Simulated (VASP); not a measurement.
# Co4Ge (P6/mmm) in VASP: relaxation of cell and atoms with PBE

Aim: the relaxation of cell and atoms of Co4Ge with PBE.

Everything below comes from runs of VASP 6.6.1. Logs are shortened: lines on timing, memory, paths and dates and some standing lists are left out, and cuts for length are marked.

### Step 1. The cell of the first run

It takes space group P6/mmm (No. 191, hexagonal). Conventional cell: a = 3.823 Å, b = 3.823 Å, c = 5.690 Å, α = 90.00°, β = 90.00°, γ = 120.00°. Co (site symmetry 6mm) has 1 Ge at 1.86 Å and 7 Co at 1.98 to 2.42 Å within 2.5 Å. Within 2.9 Å of Co (site symmetry -6m2) lie 9 Co at 2.21 to 2.42 Å. Ge (site symmetry 6/mmm) has 2 Co at 1.86 Å within 2.5 Å.

The cell was generated, and may not be a known phase.

### Step 2. Relaxation of cell and atoms, PBE, collinear spin, ferromagnetic start

INCAR reads:

```
SYSTEM = Co4Ge
ALGO     = Fast           ! electronic algorithm
EDIFF    = 1E-7           ! SCF threshold, eV
EDIFFG   = -0.04          ! ionic threshold
ENCUT    = 600            ! plane-wave cutoff, eV
GGA      = PE             ! functional
IBRION   = 2              ! ionic algorithm
ISIF     = 3              ! what is computed and relaxed
ISMEAR   = 0              ! smearing method
ISPIN    = 2              ! spin polarisation
LASPH    = .TRUE.         ! aspherical terms in the spheres
LCHARG   = .FALSE.        ! write CHGCAR
LMAXMIX  = 4              ! l up to which the mixer works
LORBIT   = 11             ! projections on sites
LREAL    = .FALSE.        ! projectors in reciprocal space
LWAVE    = .FALSE.        ! write WAVECAR
MAGMOM   = 3 3 3 3 0      ! initial moments
NELM     = 150            ! most SCF steps
NSW      = 90             ! ionic steps
PREC     = Accurate       ! precision mode
SIGMA    = 0.1            ! smearing width, eV
```

KPOINTS reads:

```
k-points
0
G
  6 6 4
  0 0 0
```

POSCAR reads:

```
Co4Ge
1.0
    3.8229474700      0.0000000000      0.0000000000
   -1.9114737300      3.3107696300      0.0000000000
    0.0000000000      0.0000000000      5.6899708500
Co Ge
4 1
Direct
    0.0000000000      0.0000000000      0.6738112200
    0.0000000000      0.0000000000      0.3261887800
    0.3333333300      0.6666666700      0.5000000000
    0.6666666700      0.3333333300      0.5000000000
    0.0000000000      0.0000000000      0.0000000000
```

Potentials or basis: VASP PAW PBE potentials, release 64 (Co, Ge_d).

The run is started by

```bash
$ cat potpaw_PBE.64/Co/POTCAR potpaw_PBE.64/Ge_d/POTCAR > POTCAR
$ mpirun -np 1 vasp_std > vasp.out
```

OUTCAR:

```text
SYSTEM = Co4Ge
   EDIFF = 1E-7
   EDIFFG = -0.04
   ENCUT = 600
   GGA = PE
   IBRION = 2
   ISIF = 3
   ISMEAR = 0
   ISPIN = 2
   LASPH = .TRUE.
   LORBIT = 11
   LREAL = .FALSE.
   NELM = 150
   NSW = 90
   PREC = Accurate

 ion  position               nearest neighbor table
   1  0.000  0.000  0.674-   5 1.86   2 1.98   4 2.42   3 2.42   4 2.42   3 2.42   4 2.42   3 2.42

   2  0.000  0.000  0.326-   5 1.86   1 1.98   4 2.42   3 2.42   4 2.42   3 2.42   4 2.42   3 2.42

   3  0.333  0.667  0.500-   4 2.21   4 2.21   4 2.21   1 2.42   2 2.42   2 2.42   1 2.42   2 2.42
                             1 2.42
   4  0.667  0.333  0.500-   3 2.21   3 2.21   3 2.21   1 2.42   2 2.42   1 2.42   2 2.42   1 2.42
                             2 2.42
   5  0.000  0.000  0.000-   1 1.86   2 1.86

  LATTYP: Found a hexagonal cell.
 ALAT       =     3.8229474700
 C/A-ratio  =     1.4883727529

  Lattice vectors:

 A1 = (   3.8229474700,   0.0000000000,   0.0000000000)
 A2 = (  -1.9114737300,   3.3107696300,   0.0000000000)
 A3 = (   0.0000000000,   0.0000000000,   5.6899708500)

Analysis of symmetry for initial positions (statically):
=====================================================================
 Subroutine PRICEL returns:
 Original cell was already a primitive cell.

 Routine SETGRP: Setting up the symmetry group for a
 hexagonal supercell.

 Subroutine GETGRP returns: Found 24 space group operations
 (whereof 24 operations were pure point group operations)
 out of a pool of 24 trial point group operations.

The static configuration has the point symmetry D_6h.

Analysis of symmetry for dynamics (positions and initial velocities):
=====================================================================
 Subroutine PRICEL returns:
 Original cell was already a primitive cell.

 Routine SETGRP: Setting up the symmetry group for a
 hexagonal supercell.

 Subroutine GETGRP returns: Found 24 space group operations
 (whereof 24 operations were pure point group operations)
 out of a pool of 24 trial point group operations.

The dynamic configuration has the point symmetry D_6h.

Analysis of structural, dynamic, and magnetic symmetry:
=====================================================================
 Subroutine PRICEL returns:
 Original cell was already a primitive cell.

 Routine SETGRP: Setting up the symmetry group for a
 hexagonal supercell.

 Subroutine GETGRP returns: Found 24 space group operations
 (whereof 24 operations were pure point group operations)
 out of a pool of 24 trial point group operations.

The overall configuration has the point symmetry D_6h.

 Subroutine INISYM returns: Found 24 space group operations
 (whereof 24 operations are pure point group operations),
 and found     1 'primitive' translations

----------------------------------------------------------------------------------------

                                     Primitive cell

  volume of cell :      72.0174

  direct lattice vectors                    reciprocal lattice vectors
     3.822947470  0.000000000  0.000000000     0.261578274  0.151022286  0.000000000
    -1.911473730  3.310769630  0.000000000     0.000000000  0.302044573  0.000000000
     0.000000000  0.000000000  5.689970850     0.000000000  0.000000000  0.175747825

  length of vectors
     3.822947470  3.822947471  5.689970850     0.302044573  0.302044573  0.175747825

  position of ions in fractional coordinates (direct lattice)
     0.000000000  0.000000000  0.673811220
     0.000000000  0.000000000  0.326188780
     0.333333330  0.666666670  0.500000000
     0.666666670  0.333333330  0.500000000
     0.000000000  0.000000000  0.000000000

  ion indices of the primitive-cell ions
   primitive index   ion index
                 1           1
                 2           2
                 3           3
                 4           4
                 5           5

----------------------------------------------------------------------------------------

 KPOINTS: k-points

Automatic generation of k-mesh.
 Grid dimensions read from file:
 generate k-points for:    6    6    4

 Generating k-lattice:

  Cartesian coordinates                     Fractional coordinates (reciprocal lattice)
     0.043596379  0.025170381  0.000000000     0.166666667  0.000000000  0.000000000
     0.000000000  0.050340762  0.000000000     0.000000000  0.166666667  0.000000000
     0.000000000  0.000000000  0.043936956     0.000000000  0.000000000  0.250000000

  Length of vectors
     0.050340762  0.050340762  0.043936956

  Shift w.r.t. Gamma in fractional coordinates (k-lattice)
     0.000000000  0.000000000  0.000000000

 Subroutine IBZKPT returns following result:
 ===========================================

 Found     21 irreducible k-points:

 Following reciprocal coordinates:
            Coordinates               Weight
  0.000000  0.000000  0.000000      1.000000
  0.166667  0.000000  0.000000      6.000000
  0.333333  0.000000  0.000000      6.000000
  0.500000  0.000000  0.000000      3.000000
  0.166667  0.166667  0.000000      6.000000
  0.333333  0.166667  0.000000     12.000000
[... 13 lines left out ...]
  0.333333  0.166667  0.500000     12.000000
  0.333333  0.333333  0.500000      2.000000
   k-points           NKPTS =     21   k-points in BZ     NKDIM =     21   number of bands    NBANDS=     36
   number of dos      NEDOS =    301   number of ions     NIONS =      5
   total plane-waves  NPLWV =  49152
   dimension x,y,z NGX =    32 NGY =   32 NGZ =   48
   dimension x,y,z NGXF=    64 NGYF=   64 NGZF=   96
   ions per type =               4   1
   NGX,Y,Z   is equivalent  to a cutoff of  13.92, 13.92, 14.02 a.u.
   NGXF,Y,Z  is equivalent  to a cutoff of  27.83, 27.83, 28.05 a.u.
 SYSTEM =  Co4Ge
   PREC   = accura    normal or accurate (medium, high low for compatibility)
   ISTART =      0    job   : 0-new  1-cont  2-samecut
   ICHARG =      2    charge: 1-file 2-atom 10-const
   ISPIN  =      2    spin polarized calculation?
   LNONCOLLINEAR =      F non collinear calculations
   LSORBIT =      F    spin-orbit coupling
   LASPH  =      T    aspherical Exc in radial PAW
   ENCUT  =  600.0 eV  44.10 Ry    6.64 a.u.   7.64  7.64 11.36*2*pi/ulx,y,z
   NELM   =    150;   NELMIN=  2; NELMDL= -5     # of ELM steps
   EDIFF  = 0.1E-06   stopping-criterion for ELM
   LREAL  =      F    real-space projection
   EDIFFG = -.4E-01   stopping-criterion for IOM
   NSW    =     90    number of steps for IOM
   IBRION =      2    ionic relax: 0-MD 1-quasi-New 2-CG
   NFREE  =      1    steps in history (QN), initial steepest desc. (CG)
   ISIF   =      3    stress and relaxation
   ISYM   =      2    0-nonsym 1-usesym 2-fastsym
   POTIM  = 0.5000    time-step for ionic-motion
   TEBEG  =    0.0;   TEEND  =   0.0 temperature during run
   PSTRESS=    0.0 pullay stress
   NELECT =      50.0000    total number of electrons
   NUPDOWN=      -1.0000    fix difference up-down
   EMIN   =  10.00;   EMAX   =-10.00  energy-range for DOS
   EFERMI =   0.00;   METHOD = LEGACY
   ISMEAR =     0;   SIGMA  =   0.10  broadening in eV -4-tet -1-fermi 0-gaus
   EFERMI_NEDOS =   21; number of points for ismear=-14 and -15
   IALGO  =     68    algorithm
   IMIX   =      4    mixing-type and parameters
     AMIX     =   0.40;   BMIX     =  1.00
     AMIX_MAG =   1.60;   BMIX_MAG =  1.00
  volume/ion in A,a.u.               =      14.40        97.20
  Fermi-wavevector in a.u.,A,eV,Ry     =   1.449614  2.739373 28.591023  2.101381
  Thomas-Fermi vector in A             =   2.567321
   LORBIT       =     11    0 simple, 1 ext, 2 COOP (PROOUT), +10 PAW based schemes
   GGA     = PE    functional components
   LHFCALC =     F    Hartree Fock is set to
   AEXX    =    0.0000 exact exchange contribution
   IVDW    =     0    specifies the selected vdW correction
   LEPSILON=     F    determine dielectric tensor
   LRPA    =     F    only Hartree local field effects (RPA)
 conjugate gradient relaxation of ions
 spin polarized calculation
 RMM-DIIS sequential band-by-band and
 Gauss-broadening in eV      SIGMA  =   0.10
  energy-cutoff  :      600.00
  volume of cell :       72.02
 maximum number of plane-waves:      2429
 NGX is ok and might be reduce to    32
   NGX = 15   NGY = 15   NGZ = 23

--------------------------------------- Ionic step        1  -------------------------------------------

 number of electron      50.0000000 magnetization      12.0000000

 number of electron      50.0000010 magnetization       2.2747800

 Free energy of the ion-electron system (eV)
  ---------------------------------------------------
  ext. energy  EPLUGINS =         0.00000000
  ---------------------------------------------------
  free energy    TOTEN  =       -25.92873960 eV

  energy without entropy =      -25.89903241  energy(sigma->0) =      -25.91388600

------------------------ aborting loop because EDIFF is reached ----------------------------------------

  FORCE on cell =-STRESS in cart. coord.  units (eV):
  Direction    XX          YY          ZZ          XY          YZ          ZX
  --------------------------------------------------------------------------------------
  -------------------------------------------------------------------------------------
  Total        3.1376728      3.1376729     41.2370664      0.0000000     -0.0000000     -0.0000000
  in kB       69.8040960     69.8040961    917.4048029      0.0000001     -0.0000000     -0.0000000
  external PRESSURE =     352.3376650 kB  Pullay stress =       0.0000000 kB
[... 26 lines left out ...]
--------------------------------------- Ionic step        2  -------------------------------------------

 number of electron      49.9999985 magnetization       6.8283310

 E-fermi :   3.6062     XC(G=0):  -9.5762

 val. band max:        3.6043209225   @ k =   0.5000   0.0000   0.0000
 cond. band min:       3.6102579674   @ k =   0.5000   0.0000   0.0000
 fundamental gap:      0.0059370448
 Fermi energy:         3.6061902938

 spin component 1

 k-point     1 :       0.0000    0.0000    0.0000
  band No.  band energies     occupation
      1     -21.3274      1.00000
      2     -21.3274      1.00000
      3     -21.2150      1.00000
      4     -21.2150      1.00000
      5     -21.1878      1.00000
      6      -4.7434      1.00000
[... 1914 lines left out ...]
 number of electron      50.0000015 magnetization       0.0002301

 number of electron      50.0000015 magnetization      -0.0005165

 Free energy of the ion-electron system (eV)
  ---------------------------------------------------
  ext. energy  EPLUGINS =         0.00000000
  ---------------------------------------------------
  free energy    TOTEN  =       -28.70013125 eV

  energy without entropy =      -28.63925991  energy(sigma->0) =      -28.66969558

 E-fermi :   5.5679     XC(G=0): -10.8379

 val. band max:        5.5475942710   @ k =   0.3333   0.1667   0.5000
 cond. band min:       5.5902764455   @ k =   0.3333   0.1667   0.0000
 fundamental gap:      0.0426821745
 Fermi energy:         5.5679326421

 spin component 1

 k-point     1 :       0.0000    0.0000    0.0000
  band No.  band energies     occupation
      1     -18.8852      1.00000
      2     -18.8852      1.00000
      3     -18.7523      1.00000
      4     -18.7404      1.00000
      5     -18.7404      1.00000
      6      -3.5821      1.00000
[... 1662 lines left out ...]
  FREE ENERGIE OF THE ION-ELECTRON SYSTEM (eV)
  ---------------------------------------------------
  free  energy   TOTEN  =       -28.7001312459 eV

  energy  without entropy=      -28.6392599113  energy(sigma->0) =      -28.66969558

 reached required accuracy - stopping structural energy minimisation

 total charge

# of ion       s       p       d       tot
------------------------------------------
    1        0.495   0.453   7.356   8.303
    2        0.495   0.453   7.356   8.303
    3        0.552   0.548   7.321   8.421
    4        0.552   0.548   7.321   8.421
    5        1.267   0.974  10.014  12.255
--------------------------------------------------
tot          3.360   2.977  39.367  45.703

 magnetization (x)

# of ion       s       p       d       tot
------------------------------------------
    1       -0.000  -0.000  -0.000  -0.000
    2       -0.000  -0.000  -0.000  -0.000
    3        0.000   0.000   0.000   0.000
    4        0.000   0.000   0.000   0.000
    5        0.000   0.000  -0.000   0.000
--------------------------------------------------
tot         -0.000   0.000  -0.001  -0.001
```

Run time: 67 min. Hardware: 1 thread of Intel Xeon 8259CL, shared host; peak memory 0.33 GiB.

Results:

* Free energy: -28.7001 eV
* Relaxed volume: 16.55 Å³/atom
* Relaxed cell: a = 3.777 Å, b = 3.777 Å, c = 6.700 Å, α = 90.00°, β = 90.00°, γ = 120.00°
* Space group after relaxing (to 0.1 Å): P6/mmm (No. 191)
* Energy gained by relaxing: 554.3 meV/atom
* Ionic steps: 9
* Pressure after relaxing: 0.0 GPa
* Largest force after relaxing: 0.037 eV/Å
* Band gap on the k mesh: zero (filled and empty bands overlap)
* Net moment: 0.00 μB per cell
* Valence electrons inside the program's atomic spheres: Co 8.30, 8.42 (each value once); Ge 12.26

Forces in eV/Å, atoms in the order of the input:
```
Co   0.000  0.000  0.037
Co   0.000  0.000 -0.037
Co   0.000  0.000  0.000
Co   0.000  0.000  0.000
Ge   0.000  0.000  0.000
```

Stress tensor (GPa, compression positive):
```
 0.14  0.00  0.00
 0.00  0.14  0.00
 0.00  0.00 -0.13
```

Step by step:
| step | energy change (eV) | largest force (eV/Å) | pressure (GPa) | volume (Å³) |
| --- | --- | --- | --- | --- |
| 1 | 0.0000 | 4.0074 | 35.23 | 72.02 |
| 2 | -1.8762 | 1.3804 | -7.13 | 106.86 |
| 3 | -2.3870 | 3.1537 | -2.39 | 87.40 |
| 4 | -2.4118 | 3.1832 | -1.40 | 86.49 |
| 5 | -2.4281 | 3.1987 | 0.11 | 85.24 |
| 6 | -2.6346 | 0.7259 | -6.40 | 87.37 |
| 7 | -2.7105 | 0.2222 | -4.62 | 86.57 |
| 8 | -2.7672 | 0.0168 | 1.41 | 81.82 |
| 9 | -2.7714 | 0.0371 | 0.05 | 82.76 |

Final structure:
```cif
data_structure
_symmetry_space_group_name_H-M 'P 1'
_symmetry_Int_Tables_number 1
_cell_length_a 3.7769
_cell_length_b 3.7769
_cell_length_c 6.6996
_cell_angle_alpha 90.000
_cell_angle_beta 90.000
_cell_angle_gamma 120.000
_cell_volume 82.76
loop_
_atom_site_label
_atom_site_type_symbol
_atom_site_fract_x
_atom_site_fract_y
_atom_site_fract_z
_atom_site_occupancy
Co1 Co 0.00000 0.00000 0.66942 1
Co2 Co 0.00000 0.00000 0.33058 1
Co3 Co 0.33333 0.66667 0.50000 1
Co4 Co 0.66667 0.33333 0.50000 1
Ge1 Ge 0.00000 0.00000 0.00000 1
```

Levels at points of the mesh, in eV from the Fermi level:
Spin up:
```
           k point  band 21  band 22  band 23  band 24  band 25  band 26  band 27  band 28  band 29  band 30
(0.00, 0.00, 0.00)    -0.91    -0.42    -0.42    -0.40    -0.21    -0.21     0.11     0.11     3.67     3.67
(0.50, 0.00, 0.00)    -1.12    -0.99    -0.87    -0.53    -0.13     0.38     0.44     0.47     1.21     1.50
(0.00, 0.00, 0.50)    -0.41    -0.41    -0.40    -0.21    -0.21     0.11     0.11     0.92     2.25     3.87
(0.50, 0.00, 0.50)    -1.16    -0.95    -0.93    -0.03     0.38     0.39     0.42     0.47     0.76     1.44
```
Spin down:
```
           k point  band 21  band 22  band 23  band 24  band 25  band 26  band 27  band 28  band 29  band 30
(0.00, 0.00, 0.00)    -0.91    -0.42    -0.42    -0.40    -0.21    -0.21     0.11     0.11     3.67     3.67
(0.50, 0.00, 0.00)    -1.12    -0.99    -0.87    -0.53    -0.13     0.38     0.44     0.47     1.21     1.50
(0.00, 0.00, 0.50)    -0.41    -0.41    -0.40    -0.21    -0.21     0.11     0.11     0.92     2.25     3.87
(0.50, 0.00, 0.50)    -1.16    -0.95    -0.93    -0.03     0.38     0.39     0.42     0.47     0.76     1.44
```

Caveat: the moments typed at the start vanished in this run; a cell axis changed by over 15 % at a fixed basis, so the end point is rough.

The gap in the log of VASP goes by the Fermi energy; the results here count the filled bands.